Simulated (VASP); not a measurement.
The system is ZnIr.

```
CELL_PARAMETERS angstrom
2.77718 0.00000 0.00000
-1.38859 2.40511 0.00000
0.00000 0.00000 4.16386
ATOMIC_POSITIONS crystal
Ir 0.00000 0.00000 0.00000
Zn 0.66667 0.33333 0.50000
```

```yaml
Program: VASP 6.6.1
Task: relaxation of cell and atoms
Functional: PBEsol
Potentials_or_basis: VASP PAW PBE potentials, release 64 (Ir, Zn)
Cutoff: 500 eV
k_mesh: 14 × 14 × 8
Occupations: gaussian, width 0.05 eV
Spin: no spin polarisation
```

At the start: pressure -3.2 GPa; volume 13.91 Å³/atom.

Task: Where does the relaxation end?

Result: Over 4 steps the energy falls by 2.4 meV/atom and the volume is 13.72 Å³/atom (-1.4 %); space group P-6m2 (No. 187, to 0.1 Å) before and after.

Step by step:
```tsv
step	energy change (eV)	largest force (eV/Å)	pressure (GPa)	volume (Å³)
1	0.0000	0.0000	-3.18	27.81
2	0.0101	0.0000	6.80	26.72
3	-0.0044	0.0000	0.17	27.42
4	-0.0047	0.0000	-0.02	27.43
```

Final structure:
```
CELL_PARAMETERS angstrom
2.75737 0.00000 0.00000
-1.37868 2.38795 0.00000
0.00000 0.00000 4.16655
ATOMIC_POSITIONS crystal
Ir 0.00000 0.00000 0.00000
Zn 0.66667 0.33333 0.50000
```

Caveat: the PAW data sets were made with another functional, which shifts forces and pressure a little.
